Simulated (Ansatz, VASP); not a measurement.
Y: VASP beside Ansatz

```
Y
1.0
     3.59449    0.00000    0.00000
    -1.79725    3.11292    0.00000
     0.00000    0.00000    5.60667
Y
2
Direct
  0.33333 0.66667 0.25000
  0.66667 0.33333 0.75000
```

Alike in both runs: task single point; functional PBEsol; k mesh 10 × 10 × 6; occupations fermi-dirac, width 0.1 eV; non-collinear spin, spin-orbit coupling.

|  | VASP | Ansatz |
| --- | --- | --- |
| version | VASP 6.6.1 | Ansatz 0.2.0 |
| potentials or method | VASP PAW PBE potentials, release 64 (Y_sv), cutoff 520 eV | plane waves (420 eV) with PAW, fully relativistic with spin-orbit coupling |
| valence electrons in the cell | 22 | 22 |

```csv
,VASP,Ansatz,Ansatz less VASP
net moment per atom (μB),0.00,0.00,0.000
```

VASP's potentials were made for PBE, not for PBEsol, and Ansatz warns of the same on its side.
